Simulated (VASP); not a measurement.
# Cr (P6_3/mmc) in VASP: single point with PBE

Aim: the single point of Cr with PBE.

Program: VASP 6.6.1. These are calculated values, not measurements. Logs are shortened: lines on timing, memory, paths and dates and some standing lists are left out, and cuts for length are marked.

## (1) The cell of the first run

Symmetry: P6_3/mmc, No. 194, hexagonal system. The conventional cell has a = 2.767 Å, b = 2.767 Å, c = 4.496 Å, α = 90.00°, β = 90.00°, γ = 120.00°. Within 3.6 Å of Cr (site symmetry -6m2) lie 12 Cr at 2.76 to 2.77 Å.

## (2) Single point, PBE, collinear spin, ferromagnetic start (volume scaled by 1.06)

The input, INCAR:

```
SYSTEM = Cr
PREC = Accurate ; ENCUT = 520
EDIFF = 1E-6 ; ISMEAR = -1
SIGMA = 0.05 ; LREAL = .FALSE.
LASPH = .TRUE. ; NELM = 150
ALGO = Normal ; ISIF = 2
LWAVE = .FALSE. ; LCHARG = .FALSE.
ISPIN = 2 ; MAGMOM = 3 3
LORBIT = 11 ; LMAXMIX = 4
GGA = PE ; NBANDS = 23
```

The input, KPOINTS:

```
Automatic mesh
0
G
  11 11 6
  0 0 0
```

The input, POSCAR:

```
Cr
1.0
    2.7672292001      0.0000000000      0.0000000000
   -1.3836146000      2.3964907854      0.0000000000
    0.0000000000      0.0000000000      4.4964925469
Cr
2
Direct
    0.6666666667      0.3333333333      0.7500000000
    0.3333333333      0.6666666667      0.2500000000
```

Potentials or basis: VASP PAW PBE potentials, release 64 (Cr_pv).

Started as:

```console
cat potpaw_PBE.64/Cr_pv/POTCAR > POTCAR
mpirun -np 1 vasp_std > vasp.out
```

OUTCAR:

```text
SYSTEM = Cr
   PREC = Accurate
   ENCUT = 520
   EDIFF = 1E-6
   ISMEAR = -1
   LREAL = .FALSE.
   LASPH = .TRUE.
   NELM = 150
   ISIF = 2
   ISPIN = 2
   LORBIT = 11
   GGA = PE

 ion  position               nearest neighbor table
   1  0.667  0.333  0.750-   2 2.76   2 2.76   2 2.76   2 2.76   2 2.76   2 2.76
   2  0.333  0.667  0.250-   1 2.76   1 2.76   1 2.76   1 2.76   1 2.76   1 2.76

  LATTYP: Found a hexagonal cell.
 ALAT       =     2.7672292001
 C/A-ratio  =     1.6249078850

  Lattice vectors:

 A1 = (   2.7672292001,   0.0000000000,   0.0000000000)
 A2 = (  -1.3836146000,   2.3964907854,   0.0000000000)
 A3 = (   0.0000000000,   0.0000000000,   4.4964925469)

Analysis of symmetry for initial positions (statically):
=====================================================================
 Subroutine PRICEL returns:
 Original cell was already a primitive cell.

 Routine SETGRP: Setting up the symmetry group for a
 hexagonal supercell.

 Subroutine GETGRP returns: Found 24 space group operations
 (whereof 12 operations were pure point group operations)
 out of a pool of 24 trial point group operations.

The static configuration has the point symmetry D_3d.
 The point group associated with its full space group is D_6h.

Analysis of symmetry for dynamics (positions and initial velocities):
=====================================================================
 Subroutine PRICEL returns:
 Original cell was already a primitive cell.

 Routine SETGRP: Setting up the symmetry group for a
 hexagonal supercell.

 Subroutine GETGRP returns: Found 24 space group operations
 (whereof 12 operations were pure point group operations)
 out of a pool of 24 trial point group operations.

The dynamic configuration has the point symmetry D_3d.
 The point group associated with its full space group is D_6h.

Analysis of structural, dynamic, and magnetic symmetry:
=====================================================================
 Subroutine PRICEL returns:
 Original cell was already a primitive cell.

 Routine SETGRP: Setting up the symmetry group for a
 hexagonal supercell.

 Subroutine GETGRP returns: Found 24 space group operations
 (whereof 12 operations were pure point group operations)
 out of a pool of 24 trial point group operations.

The overall configuration has the point symmetry D_3d.
 The point group associated with its full space group is D_6h.

 Subroutine INISYM returns: Found 24 space group operations
 (whereof 12 operations are pure point group operations),
 and found     1 'primitive' translations

[... 111 lines left out ...]
   IALGO  =     38    algorithm
   IMIX   =      4    mixing-type and parameters
     AMIX     =   0.40;   BMIX     =  1.00
     AMIX_MAG =   1.60;   BMIX_MAG =  1.00
  volume/ion in A,a.u.               =      14.91       100.61
  Fermi-wavevector in a.u.,A,eV,Ry     =   1.522814  2.877702 31.551418  2.318964
  Thomas-Fermi vector in A             =   2.631343
   LORBIT       =     11    0 simple, 1 ext, 2 COOP (PROOUT), +10 PAW based schemes
   GGA     = PE    functional components
   LHFCALC =     F    Hartree Fock is set to
   AEXX    =    0.0000 exact exchange contribution
   IVDW    =     0    specifies the selected vdW correction
   LEPSILON=     F    determine dielectric tensor
   LRPA    =     F    only Hartree local field effects (RPA)
 spin polarized calculation
  energy-cutoff  :      520.00
  volume of cell :       29.82
 maximum number of plane-waves:       815
 NGX is ok and might be reduce to    24
   NGX = 11   NGY = 11   NGZ = 17

 number of electron      24.0000004 magnetization       2.6134531

 Free energy of the ion-electron system (eV)
  ---------------------------------------------------
  ext. energy  EPLUGINS =         0.00000000
  ---------------------------------------------------
  free energy    TOTEN  =       -17.43880468 eV

  energy without entropy =      -17.40560388  energy(sigma->0) =      -17.42220428

 E-fermi :   7.6955     XC(G=0): -12.2231

 val. band max:        7.6894492980   @ k =   0.2727   0.0000   0.5000
 cond. band min:       7.6955441546   @ k =   0.1818   0.0000   0.1667
 fundamental gap:      0.0060948566
 Fermi energy:         7.6955372042

 spin component 1

 k-point     1 :       0.0000    0.0000    0.0000
  band No.  band energies     occupation
      1     -35.9646      1.00000
      2     -35.6729      1.00000
      3     -35.6729      1.00000
      4     -35.6180      1.00000
      5     -35.6180      1.00000
      6     -35.5699      1.00000
[... 613 lines left out ...]
     22      19.9055      0.00000
     23      21.7438      0.00000

 [... further k-points ...]

 spin component 2

 k-point     1 :       0.0000    0.0000    0.0000
  band No.  band energies     occupation
      1     -34.7828      1.00000
      2     -34.4249      1.00000
      3     -34.4249      1.00000
      4     -34.3741      1.00000
      5     -34.3688      1.00000
      6     -34.3688      1.00000
[... 613 lines left out ...]
     22      20.5172      0.00000
     23      22.3375      0.00000

 [... further k-points ...]
[... 5 lines left out ...]
  --------------------------------------------------------------------------------------
  -------------------------------------------------------------------------------------
  Total       -5.2269957     -5.2269957     -5.2045930     -0.0000000     -0.0000000      0.0000000
  in kB     -280.8458108   -280.8458108   -279.6421179     -0.0000000     -0.0000000      0.0000000
  external PRESSURE =    -280.4445799 kB  Pullay stress =       0.0000000 kB

 VOLUME and BASIS-vectors are now :
 -----------------------------------------------------------------------------
  energy-cutoff  :      520.00
  volume of cell :       29.82
      direct lattice vectors                 reciprocal lattice vectors
     2.767229200  0.000000000  0.000000000     0.361372307  0.208638399  0.000000000
    -1.383614600  2.396490785  0.000000000     0.000000000  0.417276797  0.000000000
     0.000000000  0.000000000  4.496492547     0.000000000  0.000000000  0.222395565

 POSITION                                       TOTAL-FORCE (eV/Angst)
 -----------------------------------------------------------------------------------
      1.38361      0.79883      3.37237         0.000000      0.000000      0.000000
     -0.00000      1.59766      1.12412        -0.000000     -0.000000      0.000000
 -----------------------------------------------------------------------------------
    total drift:                               -0.000000      0.000000     -0.000000

  FREE ENERGIE OF THE ION-ELECTRON SYSTEM (eV)
  ---------------------------------------------------
  free  energy   TOTEN  =       -17.4388046824 eV

  energy  without entropy=      -17.4056038820  energy(sigma->0) =      -17.42220428

 total charge

# of ion       s       p       d       tot
------------------------------------------
    1        0.365   6.255   4.015  10.635
    2        0.365   6.255   4.015  10.635
--------------------------------------------------
tot          0.730  12.509   8.030  21.270

 magnetization (x)

# of ion       s       p       d       tot
------------------------------------------
    1        0.002   0.027   1.186   1.215
    2        0.002   0.027   1.186   1.215
--------------------------------------------------
tot          0.005   0.053   2.372   2.430
```

OSZICAR:

```text
N       E                     dE             d eps       ncg     rms          rms(c)
DAV:   1     0.245169145890E+03    0.24517E+03   -0.13621E+04  5888   0.122E+03
DAV:   2    -0.117645149541E+02   -0.25693E+03   -0.24833E+03  6007   0.373E+02
DAV:   3    -0.195430243298E+02   -0.77785E+01   -0.77224E+01  7239   0.763E+01
DAV:   4    -0.196222812074E+02   -0.79257E-01   -0.79071E-01  6815   0.755E+00
DAV:   5    -0.196234666716E+02   -0.11855E-02   -0.11836E-02  6365   0.896E-01    0.176E+01
DAV:   6    -0.172687002567E+02    0.23548E+01   -0.11685E+01  6490   0.355E+01    0.539E+00
DAV:   7    -0.174383575880E+02   -0.16966E+00   -0.59318E-01  6595   0.650E+00    0.246E+00
DAV:   8    -0.174460411104E+02   -0.76835E-02   -0.16652E-02  6238   0.975E-01    0.782E-01
DAV:   9    -0.174385315582E+02    0.75096E-02   -0.60778E-03  6602   0.646E-01    0.272E-01
DAV:  10    -0.174387419180E+02   -0.21036E-03   -0.16562E-03  6371   0.309E-01    0.121E-01
DAV:  11    -0.174388056994E+02   -0.63781E-04   -0.10957E-04  6665   0.875E-02    0.452E-02
DAV:  12    -0.174388112276E+02   -0.55282E-05   -0.16704E-05  6406   0.356E-02    0.224E-02
DAV:  13    -0.174388054675E+02    0.57601E-05   -0.27192E-06  5975   0.161E-02    0.781E-03
DAV:  14    -0.174388046824E+02    0.78502E-06   -0.69113E-07  3559   0.699E-03
   1 F= -.17438805E+02 E0= -.17422204E+02  d E =-.332008E-01  mag=     2.6118
```

Run time: 1.9 min. Hardware: 1 thread of Intel Xeon 8259CL, shared host; peak memory 0.21 GiB.

Results:

| Quantity | Value |
| --- | --- |
| Free energy | -17.4388 eV |
| Pressure | -28.0 GPa |
| Net moment | 2.61 μB per cell |
| Site moments | Cr +1.22 μB |
| Valence electrons inside the program's atomic spheres | Cr 10.63 |

Levels at points of the mesh, in eV from the Fermi level:
Spin up:
```
           k point  band 11  band 12  band 13  band 14  band 15  band 16
(0.00, 0.00, 0.00)    -0.76    -0.49    -0.49    -0.13    -0.13     0.24
(0.00, 0.00, 0.50)    -0.88    -0.88    -0.88    -0.88     0.69     0.69
```
Spin down:
| k point | band 7 | band 8 | band 9 | band 10 | band 11 | band 12 | band 13 | band 14 |
| --- | --- | --- | --- | --- | --- | --- | --- | --- |
| (0.00, 0.00, 0.00) | -6.61 | -2.84 | 0.13 | 0.26 | 0.26 | 0.60 | 0.62 | 0.62 |
| (0.00, 0.00, 0.50) | -4.71 | -4.71 | -0.42 | -0.42 | 0.22 | 0.22 | 0.22 | 0.22 |
